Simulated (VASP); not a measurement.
Runs of VASP 6.6.1 on Os. The structure is that of space group Fm-3m (No. 225), or close to it. The cells are those of the table. 

```csv
level,spin,U,cell,k mesh,smearing,LDAUTYPE,hund's J,gap on the mesh (eV),pressure (GPa)
PBE+U,off,"Os d U = 5.6 eV, J = 0.69 eV","a = 2.718 Å, angles 60.0°, 1 atom",10 × 10 × 10,gaussian 0.1 eV,1,0.69,none,-7.8
revPBE,"collinear, ferromagnetic start",-,"a = 2.823 Å, angles 60.0°, 1 atom",3 × 3 × 3,gaussian 0.1 eV,-,-,none,-13.1
PBE,off,-,"a = 2.718 Å, angles 60.0°, 1 atom",10 × 10 × 10,tetrahedron,-,-,none,3.9
PBE,off,-,"a = 2.718 Å, angles 60.0°, 1 atom",10 × 10 × 10,gaussian 0.1 eV,-,-,none,4.2
PBE+D3(BJ),off,-,"a = 2.718 Å, angles 60.0°, 1 atom",6 × 6 × 6,tetrahedron,-,-,none,-2.6
PBE,off,-,"a = 2.718 Å, angles 60.0°, 1 atom",10 × 10 × 10,fermi-dirac 0.272114 eV,-,-,none,6.0
PBE,off,-,"a = 2.718 Å, angles 60.0°, 1 atom",4 × 4 × 4,methfessel-paxton 0.02 eV,-,-,none,(b)
r2SCAN+U,off,Os d U = 4.2 eV,"a = 2.718 Å, angles 60.0°, 1 atom",3 × 3 × 3,gaussian 0.12 eV,-,-,none,22.6
PBEsol,off,-,"a = 2.718 Å, angles 60.0°, 1 atom",10 × 10 × 10,gaussian 0.1 eV,-,-,none,-6.6
BLYP,off,-,"a = 2.718 Å, angles 60.0°, 1 atom",4 × 4 × 4,fermi-dirac 0.272114 eV,-,-,none,(a)
PBE,off,-,"a = 2.718 Å, angles 60.0°, 1 atom",3 × 3 × 3,gaussian 0.1 eV,-,-,none,27.7
```

Alike in all rows: task single point; potentials or basis VASP PAW PBE potentials, release 64 (Os); cutoff (eV) 520.

**Question.** Fill in the values left out.

**Answer.** (a) 25.4; (b) 3.0.

Caveats: some runs use coarse meshes; spin-orbit coupling is left out, which moves the levels of the heavy elements; the PAW data sets were made with another functional, which shifts forces and pressure a little (some runs); U without spin polarisation on a metal has little footing (some runs); the U is typed as a test and isn't derived for this compound (some runs); tetrahedron occupations give inexact forces and stress in metals (some runs); three body term missing (some runs); pairwise dispersion overbinds metals, which lowers pressure and volume (some runs).

A k mesh can miss the band edges, and the runs leave out spin-orbit coupling on Os.

A gap of «none» marks levels without a gap at the run's occupations.
